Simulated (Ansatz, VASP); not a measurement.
# V: VASP beside Ansatz

```xyz
4
Lattice="2.6090 0.0000 0.0000 -1.3045 2.2595 0.0000 0.0000 0.0000 8.9708" Properties=species:S:1:pos:R:3 pbc="T T T"
V     0.0000    0.0000    0.0000
V     0.0000    1.5063    2.2427
V     0.0000    0.0000    4.4854
V     1.3045    0.7532    6.7281
```

Alike in both runs: functional PBE; dispersion D3(BJ); k mesh 6 × 6 × 2; occupations gaussian, width 0.1 eV; collinear spin.

Ansatz relaxed the structure, and its values are those at the end. VASP's run is a single point on that final structure, the one shown.

|  | VASP | Ansatz |
| --- | --- | --- |
| version | VASP 6.6.1 | Ansatz 0.2.0 |
| potentials or method | VASP PAW PBE potentials, release 64 (V_sv), cutoff 520 eV | scalar-relativistic, plane waves, PAW |
| valence electrons in the cell | 52 | 52 |

Ansatz gave:

* gap on the k mesh at the Fermi level (eV): none
* pressure (GPa): 0.0
* net moment per atom (μB): 0.00

Question: Estimate VASP's values.

Answer: gap on the k mesh at the Fermi level (eV): none; pressure (GPa): 0.2; net moment per atom (μB): 0.00.

A gap of «none» marks a metal or a gap that the smearing closes. Ansatz's warnings: seeded moment not kept.

The k mesh is coarse, so the values compare programs but aren't converged.
